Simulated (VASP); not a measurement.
Input of a VASP 6.6.1 run:

Contents of INCAR:

```
SYSTEM = B
PREC     = Accurate       ! precision mode
ENCUT    = 520            ! plane-wave cutoff, eV
EDIFF    = 1E-6           ! SCF threshold, eV
ISMEAR   = 0              ! smearing method
SIGMA    = 0.05           ! smearing width, eV
LREAL    = .FALSE.        ! projectors in reciprocal space
LASPH    = .TRUE.         ! aspherical terms in the spheres
NELM     = 150            ! most SCF steps
ALGO     = Normal         ! electronic algorithm
ISIF     = 2              ! what is computed and relaxed
LWAVE    = .FALSE.        ! write WAVECAR
LCHARG   = .FALSE.        ! write CHGCAR
LNONCOLLINEAR= .TRUE.         ! non-collinear magnetism
MAGMOM   = 0 0 0 0 0 0 0 0 0 0 0 0 0 0 0 0 0 0 0 0 0 0 0 0 0 0 0 0 0 0 0 0 0 0 0 0 ! initial moments
LORBIT   = 11             ! projections on sites
LSORBIT  = .TRUE.         ! spin-orbit coupling
GGA_COMPAT= .FALSE.      
LORBMOM  = .TRUE.       
GGA      = PE             ! functional
NBANDS   = 58             ! bands
```

KPOINTS

```
Automatic mesh
0
G
  6 6 6
  0 0 0
```

Contents of POSCAR:

```
B
1.0
    2.4497829092      1.4143828221      4.1814423480
   -2.4497829092      1.4143828221      4.1814423480
    0.0000000000     -2.8287656441      4.1814423480
B
12
Direct
    0.0102905359      0.6540313116      0.0102905359
    0.0102905359      0.0102905359      0.6540313116
    0.6540313116      0.0102905359      0.0102905359
    0.9897094641      0.3459686884      0.9897094641
    0.9897094641      0.9897094641      0.3459686884
    0.3459686884      0.9897094641      0.9897094641
    0.2209565953      0.6307642030      0.2209565953
    0.2209565953      0.2209565953      0.6307642030
    0.6307642030      0.2209565953      0.2209565953
    0.7790434047      0.3692357970      0.7790434047
    0.7790434047      0.7790434047      0.3692357970
    0.3692357970      0.7790434047      0.7790434047
```

Potentials or basis: VASP PAW PBE potentials, release 64 (B).

Launch:

```console
$ cat potpaw_PBE.64/B/POTCAR > POTCAR
$ mpirun -np 1 vasp_ncl > vasp.out
```

(1) Estimate the largest force.

(2) Estimate the pressure.

## Answers

(1) 0.029 eV/Å.

(2) 0.1 GPa.
